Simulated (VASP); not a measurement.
Write the native input for VASP 6.6.1 that does the following.

```yaml
Task: single point
Functional: PBE
Potentials_or_basis: VASP PAW PBE potentials, release 64 (W_sv, Si)
Cutoff: 520 eV
k_mesh: 10 × 10 × 8
Occupations: fermi-dirac, width 0.1 eV
Spin: no spin polarisation
Dipole_correction: no
Further_INCAR_settings: ALGO = Normal; EDIFF = 1e-07; NBANDS = 18
```

The structure of Si2W (AlB2 type) lies in POSCAR:

```
Si2W
1.0
    4.1244203477      0.0000000000      0.0000000000
   -2.0622101738      3.5718527970      0.0000000000
    0.0000000000      0.0000000000      2.5363371726
W Si
1 2
Direct
    0.0000000000      0.0000000000      0.0000000000
    0.3333333333      0.6666666667      0.5000000000
    0.6666666667      0.3333333333      0.5000000000
```

The input as run:

INCAR

```
SYSTEM = Si2W
  ALGO = Normal
  EDIFF = 1E-7
  ENCUT = 520
  GGA = PE
  ISIF = 2
  ISMEAR = -1
  LASPH = .TRUE.
  LCHARG = .TRUE.
  LELF = .TRUE.
  LREAL = .FALSE.
  LVHAR = .TRUE.
  LWAVE = .FALSE.
  NBANDS = 18
  NELM = 100
  PREC = Accurate
  SIGMA = 0.1
```

KPOINTS

```
k-points
0
G
  10 10 8
  0 0 0
```

Potentials or basis: VASP PAW PBE potentials, release 64 (W_sv, Si).

Command:

```sh
$ cat potpaw_PBE.64/W_sv/POTCAR potpaw_PBE.64/Si/POTCAR > POTCAR
$ mpirun -np 1 vasp_std > vasp.out
```

Results of the run:

```yaml
Pressure: 29.7 GPa
Band_gap_on_the_k_mesh: zero (band 11 reaches 15.20 eV, above the bottom of band 12 at 11.49 eV)
```

Caveat: spin-orbit coupling is left out, which moves the levels of the heavy elements.

Run time: 15 s on 1 thread of Intel(R) Xeon(R) 6975P-C (Granite Rapids), on a shared host, peak memory 0.18 GiB.
